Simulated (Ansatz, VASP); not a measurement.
**One calculation of Pd, two programs**

```xyz
1
Lattice="-1.5723 1.5723 1.5723 1.5723 -1.5723 1.5723 1.5723 1.5723 -1.5723" Properties=species:S:1:pos:R:3 pbc="T T T"
Pd    0.0000    0.0000    0.0000
```

Alike in both runs: task single point; functional PBE; k mesh 12 × 12 × 12; occupations gaussian, width 0.1 eV; no spin polarisation.

```csv
,VASP,Ansatz
version,VASP 6.6.1,Ansatz 0.2.0
potentials or method,"VASP PAW PBE potentials, release 64 (Pd)",Ansatz PAW
plane-wave cutoff (eV),500,420
valence electrons in the cell,10,18
```

Ansatz gave:

```
gap on the k mesh at the Fermi level (eV) : none
pressure (GPa)                            : -1.2
```

**Question.** Estimate VASP's values.

**Answer.** gap on the k mesh at the Fermi level (eV): none; pressure (GPa): -1.4.

A gap of «none» marks a metal or a gap that the smearing closes. VASP's potentials hold 10 valence electrons a cell and Ansatz's 18, so a difference there can come from the potentials and not from the codes.
